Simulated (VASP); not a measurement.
Runs of VASP 6.6.1 on Hf4Te. The structure is that of space group Pm-3m (No. 221), or close to it. The cells are those of the table. 

```tsv
task	cell	k mesh	cutoff (eV)	gap on the mesh (eV)	pressure (GPa)	relaxed volume (Å³/atom)
single point	a = 5.199 Å, 5 atoms	8 × 8 × 8	520	none	-0.4	-
single point	a = 5.194 Å, 5 atoms	4 × 4 × 4	520	none	(a)	-
single point	a = 4.727 Å, 5 atoms	4 × 4 × 4	520	none	28.8	-
relaxation of cell and atoms	relaxed from a = 5.194 Å, 5 atoms	8 × 8 × 8	600	none	0.0	27.93
relaxation of cell and atoms	relaxed from a = 4.727 Å, 5 atoms	4 × 4 × 4	600	none	0.1	(b)
```

Alike in all rows: level PBE; potentials or basis VASP PAW PBE potentials, release 64 (Hf_pv, Te); no spin polarisation; smearing gaussian 0.1 eV.

Q: Estimate the missing entries.

A: (a) -0.3; (b) 27.84.

Caveats: spin-orbit coupling is left out, which moves the levels of the heavy elements; the volume moved by over 15 % at a fixed basis, so the end points are rough (some runs).

A k mesh can miss the band edges, and the runs leave out spin-orbit coupling on Hf, Te.

A gap of «none» marks levels without a gap at the run's occupations.
